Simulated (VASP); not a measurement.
# TePb (rocksalt type) (Fm-3m) in VASP: a series of runs, part 2 of 2

VASP 6.6.1. The steps go on from the part before.

### Step 4. Single point, LDA (28.58 Å³/atom)

This run uses another cell than the first one, of 28.58 Å³/atom.

Input file INCAR:

```
PREC = Accurate
ENCUT = 500
EDIFF = 1E-6
ISMEAR = -1
SIGMA = 0.08
LREAL = F
LASPH = T
NELM = 120
ALGO = Normal
ISIF = 2
LWAVE = F
LCHARG = F
NBANDS = 17
GGA_COMPAT = F
```

Input file KPOINTS:

```
Automatic mesh
0
Gamma
  12 12 12
```

Input file POSCAR:

```
TePb
1.0
    0.0000000000      3.0573671801      3.0573671801
    3.0573671801      0.0000000000      3.0573671801
    3.0573671801      3.0573671801      0.0000000000
Pb Te
1 1
Direct
    0.0000000000      0.0000000000      0.0000000000
    0.5000000000      0.5000000000      0.5000000000
```

Potentials or basis: VASP PAW LDA potentials, release 64 (Pb_d, Te).

Run with:

```console
$ cat potpaw_LDA.64/Pb_d/POTCAR potpaw_LDA.64/Te/POTCAR > POTCAR
$ mpirun -np 1 vasp_std > vasp.out
```

OUTCAR:

```text
PREC = Accurate
   ENCUT = 500
   EDIFF = 1E-6
   ISMEAR = -1
   LREAL = F
   LASPH = T
   NELM = 120
   ISIF = 2

 ion  position               nearest neighbor table
   1  0.000  0.000  0.000-   2 3.06   2 3.06   2 3.06   2 3.06   2 3.06   2 3.06
   2  0.500  0.500  0.500-   1 3.06   1 3.06   1 3.06   1 3.06   1 3.06   1 3.06

  LATTYP: Found a face centered cubic cell.
 ALAT       =     6.1147343602

  Lattice vectors:

 A1 = (   0.0000000000,   3.0573671801,   3.0573671801)
 A2 = (   3.0573671801,   0.0000000000,   3.0573671801)
 A3 = (   3.0573671801,   3.0573671801,   0.0000000000)

Analysis of symmetry for initial positions (statically):
=====================================================================
 Subroutine PRICEL returns:
 Original cell was already a primitive cell.

 Routine SETGRP: Setting up the symmetry group for a
 face centered cubic supercell.

 Subroutine GETGRP returns: Found 48 space group operations
 (whereof 48 operations were pure point group operations)
 out of a pool of 48 trial point group operations.

The static configuration has the point symmetry O_h .

Analysis of symmetry for dynamics (positions and initial velocities):
=====================================================================
 Subroutine PRICEL returns:
 Original cell was already a primitive cell.

 Routine SETGRP: Setting up the symmetry group for a
 face centered cubic supercell.

 Subroutine GETGRP returns: Found 48 space group operations
 (whereof 48 operations were pure point group operations)
 out of a pool of 48 trial point group operations.

The dynamic configuration has the point symmetry O_h .

 Subroutine INISYM returns: Found 48 space group operations
 (whereof 48 operations are pure point group operations),
 and found     1 'primitive' translations

----------------------------------------------------------------------------------------

                                     Primitive cell

  volume of cell :      57.1574

  direct lattice vectors                    reciprocal lattice vectors
     0.000000000  3.057367180  3.057367180    -0.163539402  0.163539402  0.163539402
     3.057367180  0.000000000  3.057367180     0.163539402 -0.163539402  0.163539402
     3.057367180  3.057367180  0.000000000     0.163539402  0.163539402 -0.163539402

  length of vectors
     4.323770131  4.323770131  4.323770131     0.283258553  0.283258553  0.283258553

  position of ions in fractional coordinates (direct lattice)
     0.000000000  0.000000000  0.000000000
     0.500000000  0.500000000  0.500000000

  ion indices of the primitive-cell ions
   primitive index   ion index
                 1           1
                 2           2

----------------------------------------------------------------------------------------

 KPOINTS: Automatic mesh

Automatic generation of k-mesh.
 Grid dimensions read from file:
 generate k-points for:   12   12   12

 Generating k-lattice:

  Cartesian coordinates                     Fractional coordinates (reciprocal lattice)
    -0.013628283  0.013628283  0.013628283     0.083333333  0.000000000  0.000000000
     0.013628283 -0.013628283  0.013628283     0.000000000  0.083333333  0.000000000
     0.013628283  0.013628283 -0.013628283     0.000000000  0.000000000  0.083333333

  Length of vectors
     0.023604879  0.023604879  0.023604879

  Shift w.r.t. Gamma in fractional coordinates (k-lattice)
     0.000000000  0.000000000  0.000000000

 Subroutine IBZKPT returns following result:
 ===========================================

 Found     72 irreducible k-points:

 Following reciprocal coordinates:
            Coordinates               Weight
  0.000000  0.000000  0.000000      1.000000
  0.083333  0.000000  0.000000      8.000000
  0.166667  0.000000  0.000000      8.000000
  0.250000  0.000000  0.000000      8.000000
  0.333333  0.000000  0.000000      8.000000
  0.416667  0.000000  0.000000      8.000000
[... 16 lines left out ...]
  0.500000  0.166667  0.000000     24.000000
 -0.416667  0.166667  0.000000     24.000000
 [... further k-points ...]
   k-points           NKPTS =     72   k-points in BZ     NKDIM =     72   number of bands    NBANDS=     17
   number of dos      NEDOS =    301   number of ions     NIONS =      2
   total plane-waves  NPLWV =  32768
   dimension x,y,z NGX =    32 NGY =   32 NGZ =   32
   dimension x,y,z NGXF=    64 NGYF=   64 NGZF=   64
   ions per type =               1   1
   NGX,Y,Z   is equivalent  to a cutoff of  12.30, 12.30, 12.30 a.u.
   NGXF,Y,Z  is equivalent  to a cutoff of  24.61, 24.61, 24.61 a.u.
 SYSTEM =  unknown system
   PREC   = accura    normal or accurate (medium, high low for compatibility)
   ISTART =      0    job   : 0-new  1-cont  2-samecut
   ICHARG =      2    charge: 1-file 2-atom 10-const
   ISPIN  =      1    spin polarized calculation?
   LNONCOLLINEAR =      F non collinear calculations
   LSORBIT =      F    spin-orbit coupling
   LASPH  =      T    aspherical Exc in radial PAW
   ENCUT  =  500.0 eV  36.75 Ry    6.06 a.u.   7.88  7.88  7.88*2*pi/ulx,y,z
   NELM   =    120;   NELMIN=  2; NELMDL= -5     # of ELM steps
   EDIFF  = 0.1E-05   stopping-criterion for ELM
   LREAL  =      F    real-space projection
   EDIFFG = 0.1E-04   stopping-criterion for IOM
   NSW    =      0    number of steps for IOM
   IBRION =     -1    ionic relax: 0-MD 1-quasi-New 2-CG
   NFREE  =      0    steps in history (QN), initial steepest desc. (CG)
   ISIF   =      2    stress and relaxation
   ISYM   =      2    0-nonsym 1-usesym 2-fastsym
   POTIM  = 0.5000    time-step for ionic-motion
   TEBEG  =    0.0;   TEEND  =   0.0 temperature during run
   PSTRESS=    0.0 pullay stress
   NELECT =      20.0000    total number of electrons
   NUPDOWN=      -1.0000    fix difference up-down
   EMIN   =  10.00;   EMAX   =-10.00  energy-range for DOS
   EFERMI =   0.00;   METHOD = LEGACY
   ISMEAR =    -1;   SIGMA  =   0.08  broadening in eV -4-tet -1-fermi 0-gaus
   EFERMI_NEDOS =   21; number of points for ismear=-14 and -15
   IALGO  =     38    algorithm
   IMIX   =      4    mixing-type and parameters
     AMIX     =   0.40;   BMIX     =  1.00
     AMIX_MAG =   1.60;   BMIX_MAG =  1.00
  volume/ion in A,a.u.               =      28.58       192.86
  Fermi-wavevector in a.u.,A,eV,Ry     =   1.153614  2.180015 18.106981  1.330826
  Thomas-Fermi vector in A             =   2.290257
   LORBIT       =      0    0 simple, 1 ext, 2 COOP (PROOUT), +10 PAW based schemes
   GGA     = CA    functional components
   LHFCALC =     F    Hartree Fock is set to
   AEXX    =    0.0000 exact exchange contribution
   IVDW    =     0    specifies the selected vdW correction
   LEPSILON=     F    determine dielectric tensor
   LRPA    =     F    only Hartree local field effects (RPA)
 non-spin polarized calculation
  energy-cutoff  :      500.00
  volume of cell :       57.16
 maximum number of plane-waves:      1475
   NGX = 15   NGY = 15   NGZ = 15

 number of electron      20.0000000 magnetization

 Free energy of the ion-electron system (eV)
  ---------------------------------------------------
  ext. energy  EPLUGINS =         0.00000000
  ---------------------------------------------------
  free energy    TOTEN  =        -8.58917094 eV

  energy without entropy =       -8.58844740  energy(sigma->0) =       -8.58880917

 E-fermi :   7.9671     XC(G=0): -10.3199

 val. band max:        7.8521808150   @ k =   0.5000   0.0000   0.0000
 cond. band min:       8.0635587447   @ k =   0.5000   0.0000   0.0000
 fundamental gap:      0.2113779297
 Fermi energy:         7.9671037793

 k-point     1 :       0.0000    0.0000    0.0000
  band No.  band energies     occupation
      1      -9.2865      2.00000
      2      -9.2865      2.00000
      3      -9.2570      2.00000
      4      -9.2570      2.00000
      5      -9.2570      2.00000
      6      -5.8174      2.00000
[... 9 lines left out ...]
     16      13.1467      0.00000
     17      14.3557      0.00000
[... 441 lines left out ...]
 k-point    24 :      -0.4167    0.1667    0.0000
  band No.  band energies     occupation
      1      -9.3417      2.00000
      2      -9.3121      2.00000
      3      -9.2502      2.00000
      4      -9.2303      2.00000
      5      -9.2222      2.00000
      6      -3.7316      2.00000
[... 9 lines left out ...]
     16      16.0205      0.00000
     17      18.7809      0.00000

 [... further k-points ...]

------------------------ aborting loop because EDIFF is reached ----------------------------------------

  FORCE on cell =-STRESS in cart. coord.  units (eV):
  Direction    XX          YY          ZZ          XY          YZ          ZX
  --------------------------------------------------------------------------------------
  -------------------------------------------------------------------------------------
  Total        3.0028283      3.0028283      3.0028283     -0.0000000     -0.0000000      0.0000000
  in kB       84.1721248     84.1721248     84.1721248     -0.0000000     -0.0000000      0.0000000
  external PRESSURE =      84.1721248 kB  Pullay stress =       0.0000000 kB

 VOLUME and BASIS-vectors are now :
 -----------------------------------------------------------------------------
  energy-cutoff  :      500.00
  volume of cell :       57.16
      direct lattice vectors                 reciprocal lattice vectors
     0.000000000  3.057367180  3.057367180    -0.163539402  0.163539402  0.163539402
     3.057367180  0.000000000  3.057367180     0.163539402 -0.163539402  0.163539402
     3.057367180  3.057367180  0.000000000     0.163539402  0.163539402 -0.163539402

 POSITION                                       TOTAL-FORCE (eV/Angst)
 -----------------------------------------------------------------------------------
      0.00000      0.00000      0.00000         0.000000     -0.000000     -0.000000
      3.05737      3.05737      3.05737        -0.000000      0.000000      0.000000
 -----------------------------------------------------------------------------------
    total drift:                                0.000000     -0.000000     -0.000000

  FREE ENERGIE OF THE ION-ELECTRON SYSTEM (eV)
  ---------------------------------------------------
  free  energy   TOTEN  =        -8.5891709375 eV

  energy  without entropy=       -8.5884474040  energy(sigma->0) =       -8.58880917
```

OSZICAR:

```text
N       E                     dE             d eps       ncg     rms          rms(c)
DAV:   1     0.153016623544E+03    0.15302E+03   -0.90484E+03  2464   0.115E+03
DAV:   2     0.154612131664E+01   -0.15147E+03   -0.14641E+03  2593   0.304E+02
DAV:   3    -0.841391161640E+01   -0.99600E+01   -0.98996E+01  3270   0.842E+01
DAV:   4    -0.866361528472E+01   -0.24970E+00   -0.24954E+00  2988   0.144E+01
DAV:   5    -0.867446512775E+01   -0.10850E-01   -0.10849E-01  3509   0.284E+00    0.512E+00
DAV:   6    -0.859869721785E+01    0.75768E-01   -0.13529E-01  3638   0.316E+00    0.322E+00
DAV:   7    -0.859026529447E+01    0.84319E-02   -0.58549E-02  3507   0.145E+00    0.821E-01
DAV:   8    -0.858914928795E+01    0.11160E-02   -0.81819E-03  3215   0.882E-01    0.179E-01
DAV:   9    -0.858917827119E+01   -0.28983E-04   -0.58106E-04  3348   0.247E-01    0.393E-02
DAV:  10    -0.858917071314E+01    0.75581E-05   -0.42576E-05  3213   0.597E-02    0.199E-02
DAV:  11    -0.858917145285E+01   -0.73971E-06   -0.18012E-05  3451   0.422E-02    0.164E-02
DAV:  12    -0.858917093753E+01    0.51532E-06   -0.20051E-06  2306   0.122E-02
   1 F= -.85891709E+01 E0= -.85888092E+01  d E =-.723534E-03
```

stdout:

```text
POSCAR found type information on POSCAR PbTe
 POSCAR found :  2 types and       2 ions
 scaLAPACK will be used
 LDA part: xc-table for (Slater(with rela. corr.)+CA(PZ))
 , standard interpolation
 POSCAR, INCAR and KPOINTS ok, starting setup
 FFT: planning ... GRIDC
 FFT: planning ... GRID_SOFT
 FFT: planning ... GRID
 WAVECAR not read
 entering main loop
```

Run time: 18 s. Hardware: 1 thread of Intel Xeon 6975P-C (Granite Rapids), shared host; peak memory 0.2 GiB.

What came out:

```yaml
Free_energy: -8.5892 eV
Pressure: 8.4 GPa
Band_gap_on_the_k_mesh: 0.21 eV
```

Levels at points of the mesh, in eV from the valence-band top:
```tsv
k point	band 8	band 9	band 10	band 11	band 12	band 13
(0.00, 0.00, 0.00)	-2.11	-2.11	-2.11	4.06	4.06	4.06
(0.50, 0.00, 0.00)	-1.49	-1.49	0.00	0.21	0.66	0.66
(0.50, 0.50, 0.00)	-6.02	-3.93	-3.93	2.41	5.92	5.92
```

Caveat: the cell stands under pressure; spin-orbit coupling is left out, which moves the levels of the heavy elements. A k mesh can miss the band edges.

### Step 5. Summary

| cell | gap on the mesh (eV) | pressure (GPa) |
| --- | --- | --- |
| a = 3.888 Å, angles 60.0°, 2 atoms | none | 59.3 |
| a = 4.044 Å, angles 60.0°, 2 atoms | 0.07 | 33.7 |
| a = 4.324 Å, angles 60.0°, 2 atoms | 0.21 | 8.4 |

Alike in all rows: task single point; level LDA; potentials or basis VASP PAW LDA potentials, release 64 (Pb_d, Te); no spin polarisation; k mesh 12 × 12 × 12; cutoff (eV) 500; smearing fermi-dirac 0.08 eV.

Caveats: the cell stands under pressure; spin-orbit coupling is left out, which moves the levels of the heavy elements; semilocal functionals underestimate gaps, so a narrow gap can read as zero (at least some runs).

Absolute energies hang on the potentials; compare differences alone.
